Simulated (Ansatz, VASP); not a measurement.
# Pt in VASP and in Ansatz

```xyz
4
Lattice="1.3653 -5.0194 0.0000 1.3653 5.0194 0.0000 0.0000 0.0000 4.7476" Properties=species:S:1:pos:R:3 pbc="T T T"
Pt    1.3653    3.7092    4.7476
Pt    1.3653   -1.3102    2.3738
Pt    1.3653   -3.7092    0.0000
Pt    1.3653    1.3102    2.3738
```

Alike in both runs: functional PBE; k mesh 6 × 6 × 4; occupations gaussian, width 0.1 eV; no spin polarisation.

Ansatz relaxed the structure, and its values are those at the end. VASP's run is a single point on that final structure, the one shown.

```csv
,VASP,Ansatz
version,VASP 6.6.1,Ansatz 0.2.0
potentials or method,"VASP PAW PBE potentials, release 64 (Pt), cutoff 520 eV","scalar-relativistic, plane waves, PAW"
valence electrons in the cell,40,72
```

|  | VASP | Ansatz | Ansatz less VASP |
| --- | --- | --- | --- |
| gap on the k mesh at the Fermi level (eV) | none | none | - |
| pressure (GPa) | -0.6 | 0.0 | +0.52 |

A gap of «none» marks a metal or a gap that the smearing closes. VASP's potentials hold 40 valence electrons a cell and Ansatz's 72, so a difference there can come from the potentials and not from the codes.

The k mesh is coarse, so the values compare programs but aren't converged. Spin-orbit coupling is off throughout.
